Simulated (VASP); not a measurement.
Wanted: the native input for a VASP 6.6.1 run.

```
Task                   : single point
Functional             : r2SCAN
Potentials or basis    : VASP PAW PBE potentials, release 64 (Ti_sv, B)
Cutoff                 : 520 eV
k mesh                 : 16 × 16 × 10
Occupations            : gaussian, width 0.1 eV
Spin                   : no spin polarisation
Dipole correction      : no
Further INCAR settings : ALGO = Normal; EDIFF = 1e-06; NBANDS = 23
```

The system is TiB.

```
CELL_PARAMETERS angstrom
2.52626 2.52626 0.00000
-2.52626 2.52626 0.00000
0.00000 0.00000 4.48822
ATOMIC_POSITIONS crystal
Ti 0.50000 0.00000 0.25000
Ti 0.00000 0.50000 0.75000
B 0.00000 0.00000 0.00000
B 0.50000 0.50000 0.50000
```

This cell differs from its parent crystal: biaxial strain in the a-b plane: +2.0 %, then relaxed in part.

One way to write it, as run:

POSCAR

```
TiB
1.0
    2.5262551425      2.5262551425      0.0000000000
   -2.5262551425      2.5262551425      0.0000000000
    0.0000000000      0.0000000000      4.4882176415
Ti B
2 2
Direct
    0.5000000000      0.0000000000      0.2500000000
    0.0000000000      0.5000000000      0.7500000000
    0.0000000000      0.0000000000      0.0000000000
    0.5000000000      0.5000000000      0.5000000000
```

INCAR.step1

```
  PREC = Accurate
  ENCUT = 520
  ISMEAR = 0
  SIGMA = 0.1
  LREAL = F
  LASPH = T
  NELM = 100
  NBANDS = 23
  GGA = PE
  ALGO = Normal
  EDIFF = 1E-4
  LWAVE = T
  LCHARG = F
```

INCAR.step2

```
  PREC = Accurate
  ENCUT = 520
  EDIFF = 1E-6
  ISMEAR = 0
  SIGMA = 0.1
  LREAL = F
  LASPH = T
  NELM = 100
  ALGO = Normal
  ISIF = 2
  LWAVE = F
  LCHARG = T
  METAGGA = R2SCAN
  LMIXTAU = T
  LELF = T
  LVHAR = T
  NBANDS = 23
  ISTART = 1
```

KPOINTS

```
regular mesh
0
Gamma
  16 16 10
```

Potentials or basis: VASP PAW PBE potentials, release 64 (Ti_sv, B).

Run with:

```console
$ cat potpaw_PBE.64/Ti_sv/POTCAR potpaw_PBE.64/B/POTCAR > POTCAR
$ cp INCAR.step1 INCAR
$ mpirun -np 1 vasp_std > vasp.out
$ cp INCAR.step2 INCAR
$ mpirun -np 1 vasp_std > vasp.out
```

It gave:

```json
{
 "Pressure": "6.2 GPa",
 "Band gap on the k mesh": "zero (band 15 reaches 5.92 eV, above the bottom of band 16 at 4.48 eV)"
}
```

Caveat: the cell differs from its parent crystal (biaxial strain in the a-b plane: +2.0 %, then relaxed in part); the PAW data sets were made with another functional, which shifts forces and pressure a little.

It took 15 min on 1 thread of Intel Xeon 6975P-C (shared host), peak memory 0.41 GiB.
